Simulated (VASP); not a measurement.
# HfN (rocksalt type) (Fm-3m) in VASP: notebook, part 2 of 2

VASP 6.6.1. Earlier steps stand in the parts before.

## Step 3: Single point, r2SCAN

This run uses another cell than the first one: it holds 4 atoms, not 2.

Input file POSCAR:

```
HfN
1.0
    2.2627800160      2.2627800160      0.0000000000
   -2.2627800160      2.2627800160      0.0000000000
    0.0000000000      0.0000000000      4.5255600320
Hf N
2 2
Direct
    0.0000000000      0.0000000000      0.0000000000
    0.5000000000      0.5000000000      0.5000000000
    0.5000000000      0.5000000000      0.0000000000
    0.0000000000      0.0000000000      0.5000000000
```

Input file INCAR.step1:

```
PREC     = Accurate       # precision mode
ENCUT    = 520            # plane-wave cutoff, eV
ISMEAR   = -1             # smearing method
SIGMA    = 0.1            # smearing width, eV
LREAL    = False          # projectors in reciprocal space
LASPH    = True           # aspherical terms in the spheres
NELM     = 60             # most SCF steps
NBANDS   = 23             # bands
GGA      = PE             # functional
ALGO     = Normal         # electronic algorithm
EDIFF    = 1E-4           # SCF threshold, eV
LWAVE    = True           # write WAVECAR
LCHARG   = False          # write CHGCAR
```

Input file INCAR.step2:

```
PREC     = Accurate       # precision mode
ENCUT    = 520            # plane-wave cutoff, eV
EDIFF    = 1E-6           # SCF threshold, eV
ISMEAR   = -1             # smearing method
SIGMA    = 0.1            # smearing width, eV
LREAL    = False          # projectors in reciprocal space
LASPH    = True           # aspherical terms in the spheres
NELM     = 60             # most SCF steps
ALGO     = Normal         # electronic algorithm
ISIF     = 2              # what is computed and relaxed
LWAVE    = False          # write WAVECAR
LCHARG   = False          # write CHGCAR
METAGGA  = R2SCAN         # meta-GGA
LMIXTAU  = True         
NBANDS   = 23             # bands
ISTART   = 1
```

Input file KPOINTS:

```
Automatic mesh
0
Gamma
  13 13 9
```

Potentials or basis: VASP PAW PBE potentials, release 64 (Hf_pv, N).

Started as:

```bash
$ cat potpaw_PBE.64/Hf_pv/POTCAR potpaw_PBE.64/N/POTCAR > POTCAR
$ cp INCAR.step1 INCAR
$ mpirun -np 1 vasp_std > vasp.out
$ cp INCAR.step2 INCAR
$ mpirun -np 1 vasp_std > vasp.out
```

OUTCAR:

```text
PREC = Accurate
   ENCUT = 520
   EDIFF = 1E-6
   ISMEAR = -1
   LREAL = False
   LASPH = True
   NELM = 60
   ISIF = 2
   METAGGA = R2SCAN
   ISTART = 1

 ion  position               nearest neighbor table
   1  0.000  0.000  0.000-   3 2.26   4 2.26   4 2.26   3 2.26   3 2.26   3 2.26   2 3.20   2 3.20
                             2 3.20   2 3.20   2 3.20   2 3.20   2 3.20   2 3.20
   2  0.500  0.500  0.500-   3 2.26   4 2.26   3 2.26   4 2.26   4 2.26   4 2.26   1 3.20   1 3.20
                             1 3.20   1 3.20   1 3.20   1 3.20   1 3.20   1 3.20
   3  0.500  0.500  0.000-   1 2.26   2 2.26   2 2.26   1 2.26   1 2.26   1 2.26
   4  0.000  0.000  0.500-   1 2.26   2 2.26   1 2.26   2 2.26   2 2.26   2 2.26

  LATTYP: Found a simple tetragonal cell.
 ALAT       =     3.2000541873
 C/A-ratio  =     1.4142135624

  Lattice vectors:

 A1 = (   2.2627800160,   2.2627800160,   0.0000000000)
 A2 = (  -2.2627800160,   2.2627800160,   0.0000000000)
 A3 = (   0.0000000000,   0.0000000000,   4.5255600320)

Analysis of symmetry for initial positions (statically):
=====================================================================
 Subroutine PRICEL returns following result:

  LATTYP: Found a face centered cubic cell.
 ALAT       =     4.5255600320

[... 190 lines left out ...]
 cond. band min:       8.5075599318   @ k =   0.1538   0.1538   0.4444
 fundamental gap:      0.0182907048
 Fermi energy:         8.4908230280

 k-point     1 :       0.0000    0.0000    0.0000
  band No.  band energies     occupation
      1     -24.8400      2.00000
      2     -24.3692      2.00000
      3     -24.3692      2.00000
      4     -24.0694      2.00000
      5     -24.0694      2.00000
      6     -24.0684      2.00000
[... 613 lines left out ...]
     22      13.6442      0.00000
     23      13.9599      0.00000

 [... further k-points ...]

------------------------ aborting loop because EDIFF is reached ----------------------------------------

  FORCE on cell =-STRESS in cart. coord.  units (eV):
  Direction    XX          YY          ZZ          XY          YZ          ZX
  --------------------------------------------------------------------------------------
  -------------------------------------------------------------------------------------
  Total       -0.7910570     -0.7910570     -0.7019417      0.0000000     -0.0000000      0.0000000
  in kB      -27.3483635    -27.3483635    -24.2674768      0.0000000     -0.0000000      0.0000000
  external PRESSURE =     -26.3214013 kB  Pullay stress =       0.0000000 kB

 VOLUME and BASIS-vectors are now :
 -----------------------------------------------------------------------------
  energy-cutoff  :      520.00
  volume of cell :       46.34
      direct lattice vectors                 reciprocal lattice vectors
     2.262780016  2.262780016  0.000000000     0.220967127  0.220967127  0.000000000
    -2.262780016  2.262780016  0.000000000    -0.220967127  0.220967127  0.000000000
     0.000000000  0.000000000  4.525560032     0.000000000  0.000000000  0.220967127

 POSITION                                       TOTAL-FORCE (eV/Angst)
 -----------------------------------------------------------------------------------
      0.00000      0.00000      0.00000         0.000000      0.000000     -0.000000
      0.00000      2.26278      2.26278         0.000000      0.000000     -0.000000
      0.00000      2.26278      0.00000        -0.000000     -0.000000      0.000000
      0.00000      0.00000      2.26278        -0.000000     -0.000000     -0.000000
 -----------------------------------------------------------------------------------
    total drift:                                0.000000     -0.000000     -0.000000

  FREE ENERGIE OF THE ION-ELECTRON SYSTEM (eV)
  ---------------------------------------------------
  free  energy   TOTEN  =      -116.4898820829 eV

  energy  without entropy=     -116.4514470022  energy(sigma->0) =     -116.47066454
```

OUTCAR.step1:

```text
PREC = Accurate
   ENCUT = 520
   ISMEAR = -1
   LREAL = False
   LASPH = True
   NELM = 60
[... 870 lines left out ...]
      0.00000      2.26278      2.26278         0.000000     -0.000000      0.000000
      0.00000      2.26278      0.00000        -0.000000      0.000000     -0.000000
      0.00000      0.00000      2.26278         0.000000     -0.000000      0.000000
 -----------------------------------------------------------------------------------
    total drift:                                0.000000     -0.000000     -0.000000

  FREE ENERGIE OF THE ION-ELECTRON SYSTEM (eV)
  ---------------------------------------------------
  free  energy   TOTEN  =       -43.5347440117 eV

  energy  without entropy=      -43.4948260609  energy(sigma->0) =      -43.51478504
```

OSZICAR.step1:

```text
N       E                     dE             d eps       ncg     rms          rms(c)
DAV:   1     0.119926715985E+03    0.11993E+03   -0.16418E+04  6440   0.130E+03
DAV:   2    -0.428969729301E+02   -0.16282E+03   -0.15440E+03  8457   0.318E+02
DAV:   3    -0.494894592106E+02   -0.65925E+01   -0.65346E+01  8380   0.520E+01
DAV:   4    -0.495447072814E+02   -0.55248E-01   -0.55201E-01  7530   0.525E+00
DAV:   5    -0.495453848344E+02   -0.67755E-03   -0.67735E-03  8677   0.473E-01    0.686E+01
DAV:   6    -0.437098794038E+02    0.58355E+01   -0.28192E+01  7567   0.269E+01    0.560E+01
DAV:   7    -0.435719149531E+02    0.13796E+00   -0.16051E+00  7644   0.771E+00    0.313E+01
DAV:   8    -0.435474853556E+02    0.24430E-01   -0.14128E-01  7970   0.277E+00    0.713E+00
DAV:   9    -0.435356670176E+02    0.11818E-01   -0.54761E-02  7833   0.130E+00    0.329E+00
DAV:  10    -0.435348043885E+02    0.86263E-03   -0.62640E-03  7974   0.508E-01    0.562E-01
DAV:  11    -0.435347440117E+02    0.60377E-04   -0.36881E-04  7532   0.137E-01
   1 F= -.43534744E+02 E0= -.43514785E+02  d E =-.399180E-01
```

It took 2.1 min on 1 thread of Intel Xeon 6975P-C (Granite Rapids), shared host; peak memory 0.25 GiB.

What came out:

```yaml
Free_energy: -116.4899 eV
Pressure: -2.6 GPa
Band_gap_on_the_k_mesh: zero (bands 15 and 16 overlap by 6.39 eV)
```

Levels at points of the mesh, in eV from the Fermi level:
| k point | band 12 | band 13 | band 14 | band 15 | band 16 | band 17 | band 18 | band 19 |
| --- | --- | --- | --- | --- | --- | --- | --- | --- |
| (0.00, 0.00, 0.00) | -3.87 | -3.43 | -3.43 | -3.42 | -0.34 | -0.34 | -0.34 | 1.99 |

Caveat: the PAW data sets were made with another functional, which shifts forces and pressure a little; spin-orbit coupling is left out, which moves the levels of the heavy elements.

## Step 4: Relaxation of cell and atoms, r2SCAN

This run uses another cell than the first one, of 10.00 Å³/atom.

Input file POSCAR:

```
HfN
1.0
    0.0000000000      2.1544346900      2.1544346900
    2.1544346900      0.0000000000      2.1544346900
    2.1544346900      2.1544346900      0.0000000000
Hf N
1 1
Direct
    0.0000000000      0.0000000000      0.0000000000
    0.5000000000      0.5000000000      0.5000000000
```

Input file INCAR.step1:

```
PREC     = Accurate       # precision mode
ENCUT    = 600            # plane-wave cutoff, eV
ISMEAR   = -1             # smearing method
SIGMA    = 0.1            # smearing width, eV
LREAL    = F              # projectors in reciprocal space
LASPH    = T              # aspherical terms in the spheres
NELM     = 80             # most SCF steps
GGA      = PE             # functional
ALGO     = Normal         # electronic algorithm
EDIFF    = 1E-4           # SCF threshold, eV
LWAVE    = T              # write WAVECAR
LCHARG   = F              # write CHGCAR
```

Input file INCAR.step2:

```
PREC     = Accurate       # precision mode
ENCUT    = 600            # plane-wave cutoff, eV
EDIFF    = 1E-6           # SCF threshold, eV
ISMEAR   = -1             # smearing method
SIGMA    = 0.1            # smearing width, eV
LREAL    = F              # projectors in reciprocal space
LASPH    = T              # aspherical terms in the spheres
NELM     = 80             # most SCF steps
ALGO     = Normal         # electronic algorithm
ISIF     = 3              # what is computed and relaxed
LWAVE    = F              # write WAVECAR
LCHARG   = F              # write CHGCAR
METAGGA  = R2SCAN         # meta-GGA
LMIXTAU  = T            
IBRION   = 2              # ionic algorithm
NSW      = 60             # ionic steps
EDIFFG   = -0.005         # ionic threshold
ISTART   = 1
```

Input file KPOINTS:

```
regular mesh
0
Gamma
  17 17 17
```

Potentials or basis: VASP PAW PBE potentials, release 64 (Hf_pv, N).

Started as:

```bash
$ cat potpaw_PBE.64/Hf_pv/POTCAR potpaw_PBE.64/N/POTCAR > POTCAR
$ cp INCAR.step1 INCAR
$ mpirun -np 1 vasp_std > vasp.out
$ cp INCAR.step2 INCAR
$ mpirun -np 1 vasp_std > vasp.out
```

OUTCAR:

```text
PREC = Accurate
   ENCUT = 600
   EDIFF = 1E-6
   ISMEAR = -1
   LREAL = F
   LASPH = T
   NELM = 80
   ISIF = 3
   METAGGA = R2SCAN
   IBRION = 2
   NSW = 60
   EDIFFG = -0.005
   ISTART = 1

 ion  position               nearest neighbor table
   1  0.000  0.000  0.000-   2 2.15   2 2.15   2 2.15   2 2.15   2 2.15   2 2.15
   2  0.500  0.500  0.500-   1 2.15   1 2.15   1 2.15   1 2.15   1 2.15   1 2.15

  LATTYP: Found a face centered cubic cell.
 ALAT       =     4.3088693800

  Lattice vectors:

 A1 = (   0.0000000000,   2.1544346900,   2.1544346900)
 A2 = (   2.1544346900,   0.0000000000,   2.1544346900)
 A3 = (   2.1544346900,   2.1544346900,   0.0000000000)

Analysis of symmetry for initial positions (statically):
=====================================================================
 Subroutine PRICEL returns:
 Original cell was already a primitive cell.

 Routine SETGRP: Setting up the symmetry group for a
 face centered cubic supercell.

 Subroutine GETGRP returns: Found 48 space group operations
 (whereof 48 operations were pure point group operations)
 out of a pool of 48 trial point group operations.

The static configuration has the point symmetry O_h .

Analysis of symmetry for dynamics (positions and initial velocities):
=====================================================================
 Subroutine PRICEL returns:
 Original cell was already a primitive cell.

 Routine SETGRP: Setting up the symmetry group for a
 face centered cubic supercell.

 Subroutine GETGRP returns: Found 48 space group operations
 (whereof 48 operations were pure point group operations)
 out of a pool of 48 trial point group operations.

The dynamic configuration has the point symmetry O_h .

 Subroutine INISYM returns: Found 48 space group operations
 (whereof 48 operations are pure point group operations),
 and found     1 'primitive' translations

[... 133 lines left out ...]

 number of electron      14.9999998 magnetization

 Free energy of the ion-electron system (eV)
  ---------------------------------------------------
  ext. energy  EPLUGINS =         0.00000000
  ---------------------------------------------------
  free energy    TOTEN  =       -57.80167643 eV

  energy without entropy =      -57.78420733  energy(sigma->0) =      -57.79294188

------------------------ aborting loop because EDIFF is reached ----------------------------------------

  FORCE on cell =-STRESS in cart. coord.  units (eV):
  Direction    XX          YY          ZZ          XY          YZ          ZX
  --------------------------------------------------------------------------------------
  -------------------------------------------------------------------------------------
  Total        6.7366624      6.7366624      6.7366624     -0.0000000      0.0000000      0.0000000
  in kB      539.6663866    539.6663866    539.6663866     -0.0000000      0.0000000      0.0000000
  external PRESSURE =     539.6663866 kB  Pullay stress =       0.0000000 kB
[... 131 lines left out ...]
--------------------------------------- Ionic step        5  -------------------------------------------

 number of electron      15.0000001 magnetization

 Free energy of the ion-electron system (eV)
  ---------------------------------------------------
  ext. energy  EPLUGINS =         0.00000000
  ---------------------------------------------------
  free energy    TOTEN  =       -58.24290922 eV

  energy without entropy =      -58.22263584  energy(sigma->0) =      -58.23277253

 E-fermi :   8.5793     XC(G=0): -13.5850

 val. band max:        8.5659230212   @ k =  -0.3529   0.3529   0.0588
 cond. band min:       8.5990271359   @ k =  -0.1765   0.1765   0.0588
 fundamental gap:      0.0331041147
 Fermi energy:         8.5793232931

 k-point     1 :       0.0000    0.0000    0.0000
  band No.  band energies     occupation
      1     -23.9512      2.00000
      2     -23.9512      2.00000
      3     -23.9512      2.00000
      4     -10.1596      2.00000
      5       5.1328      2.00000
      6       5.1328      2.00000
      7       5.1328      2.00000
      8       8.2272      1.94259
      9       8.2272      1.94259
     10       8.2272      1.94259
     11      10.6686      0.00000
[... 309 lines left out ...]
 k-point    24 :      -0.1176    0.0588    0.0000
  band No.  band energies     occupation
      1     -24.1527      2.00000
      2     -23.9931      2.00000
      3     -23.9570      2.00000
      4      -9.6782      2.00000
      5       3.3697      2.00000
      6       3.9700      2.00000
      7       4.4084      2.00000
      8       8.5306      1.23902
      9       8.6506      0.65782
     10       9.3238      0.00117
     11      11.1575      0.00000

 [... further k-points ...]

------------------------ aborting loop because EDIFF is reached ----------------------------------------

  FORCE on cell =-STRESS in cart. coord.  units (eV):
  Direction    XX          YY          ZZ          XY          YZ          ZX
  --------------------------------------------------------------------------------------
  -------------------------------------------------------------------------------------
  Total        0.0009774      0.0009774      0.0009774     -0.0000000      0.0000000      0.0000000
  in kB        0.0681959      0.0681959      0.0681959     -0.0000000      0.0000000      0.0000000
  external PRESSURE =       0.0681959 kB  Pullay stress =       0.0000000 kB
[... 17 lines left out ...]
  FREE ENERGIE OF THE ION-ELECTRON SYSTEM (eV)
  ---------------------------------------------------
  free  energy   TOTEN  =       -58.2429092221 eV

  energy  without entropy=      -58.2226358428  energy(sigma->0) =      -58.23277253

 reached required accuracy - stopping structural energy minimisation
```

OSZICAR.step1:

```text
N       E                     dE             d eps       ncg     rms          rms(c)
DAV:   1     0.455588624670E+02    0.45559E+02   -0.90805E+03  3638   0.147E+03
DAV:   2    -0.220083975085E+02   -0.67567E+02   -0.63447E+02  4788   0.293E+02
DAV:   3    -0.242627309083E+02   -0.22543E+01   -0.22319E+01  4659   0.465E+01
DAV:   4    -0.242805368333E+02   -0.17806E-01   -0.17695E-01  4306   0.404E+00
DAV:   5    -0.242808345536E+02   -0.29772E-03   -0.29731E-03  4683   0.390E-01    0.655E+01
DAV:   6    -0.212733067402E+02    0.30075E+01   -0.14206E+01  4303   0.306E+01    0.515E+01
DAV:   7    -0.212580549231E+02    0.15252E-01   -0.62537E-01  4146   0.734E+00    0.287E+01
DAV:   8    -0.212505924972E+02    0.74624E-02   -0.56492E-02  4265   0.234E+00    0.552E+00
DAV:   9    -0.212453367549E+02    0.52557E-02   -0.33182E-02  4334   0.134E+00    0.172E+00
DAV:  10    -0.212449469465E+02    0.38981E-03   -0.18067E-03  4227   0.387E-01    0.296E-01
DAV:  11    -0.212449538223E+02   -0.68758E-05   -0.10443E-04  2303   0.115E-01
   1 F= -.21244954E+02 E0= -.21236046E+02  d E =-.178159E-01
```

Run time: 3 min. Hardware: 1 thread of Intel Xeon 6975P-C (Granite Rapids), shared host; peak memory 0.19 GiB.

Results:

```
Free energy                           : -58.2429 eV
Relaxed volume                        : 11.48 Å³/atom
Relaxed cell                          : a = 3.190 Å, b = 3.190 Å, c = 3.190 Å, α = 60.00°, β = 60.00°, γ = 60.00°
Space group after relaxing (to 0.1 Å) : Fm-3m (No. 225)
Pressure after relaxing               : 0.0 GPa
Band gap on the k mesh                : zero (an odd number of electrons rules out a gap without spin polarisation)
```

Final structure:
```
Hf N
1.0
     0.00000    2.25598    2.25598
     2.25598    0.00000    2.25598
     2.25598    2.25598    0.00000
Hf N
1 1
Cartesian
  0.0000 0.0000 0.0000
  2.2560 2.2560 2.2560
```

Levels at points of the mesh, in eV from the Fermi level:
```csv
k point,band 5,band 6,band 7,band 8,band 9,band 10,band 11
"(0.00, 0.00, 0.00)",-3.45,-3.45,-3.45,-0.35,-0.35,-0.35,2.09
```

Caveat: the PAW data sets were made with another functional, which shifts forces and pressure a little; spin-orbit coupling is left out, which moves the levels of the heavy elements; an odd number of electrons without spin polarisation forces a metal; a magnetic or distorted state may lie lower.

## Step 5: Summary

```csv
task,cell,k mesh,cutoff (eV),gap on the mesh (eV),pressure (GPa)
single point,"a = 3.200 Å, angles 60.0°, 2 atoms, atomic positions A",17 × 17 × 17,520,none,-2.6
single point,"a = 3.200, b = 3.200, c = 4.526 Å, 4 atoms, atomic positions B",13 × 13 × 9,520,none,-2.6
relaxation of cell and atoms,"relaxed from a = 3.047 Å, angles 60.0°, 2 atoms, atomic positions A",17 × 17 × 17,600,none,0.0
```

Alike in all rows: level r2SCAN; potentials or basis VASP PAW PBE potentials, release 64 (Hf_pv, N); no spin polarisation; smearing fermi-dirac 0.1 eV.

Caveats: the PAW data sets were made with another functional, which shifts forces and pressure a little; spin-orbit coupling is left out, which moves the levels of the heavy elements; an odd number of electrons without spin polarisation forces a metal (at least some runs); a magnetic or distorted state may lie lower (at least some runs).

Absolute energies hang on the potentials; compare differences alone.

The gap in the log of VASP goes by the Fermi energy; the results here count the filled bands.